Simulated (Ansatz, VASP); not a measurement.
GaN in VASP and in Ansatz

```xyz
2
Lattice="0.0633 2.2535 2.2535 2.2535 0.0633 2.2535 2.3168 2.3168 0.0000" Properties=species:S:1:pos:R:3 pbc="T T T"
Ga    0.0000    0.0000    0.0000
N     3.4752    3.4752    3.3803
```

Change from the starting cell: strain +0.0562 x Voigt [0, 0, 0, 0, 0, 1], atoms carried along.

Alike in both runs: task single point; functional r2SCAN; k mesh 10 × 10 × 10; occupations gaussian, width 0.05 eV; no spin polarisation.

|  | VASP | Ansatz |
| --- | --- | --- |
| version | VASP 6.6.1 | Ansatz 0.2.0 |
| potentials or method | VASP PAW PBE potentials, release 64 (Ga_d, N), cutoff 520 eV | scalar-relativistic, plane waves, PAW |
| valence electrons in the cell | 18 | 18 |

VASP gave:

| Quantity | Value |
| --- | --- |
| gap on the k mesh at the Fermi level (eV) | 1.94 |
| least direct gap on the mesh (eV) | 1.94 |
| pressure (GPa) | 0.6 |
| traceless stress, the component that is largest in VASP (GPa) | -11.22 |
| rms of the force components (eV/Å) | 0.276 |

**Question.** Estimate Ansatz's values.

**Answer.** gap on the k mesh at the Fermi level (eV): 1.95; least direct gap on the mesh (eV): 1.95; pressure (GPa): -0.4; traceless stress, the component that is largest in VASP (GPa): -11.09; rms of the force components (eV/Å): 0.265.

VASP's potentials were made for PBE, not for r2SCAN. Atom by atom the forces differ by 0.011 eV/Å (rms over components).
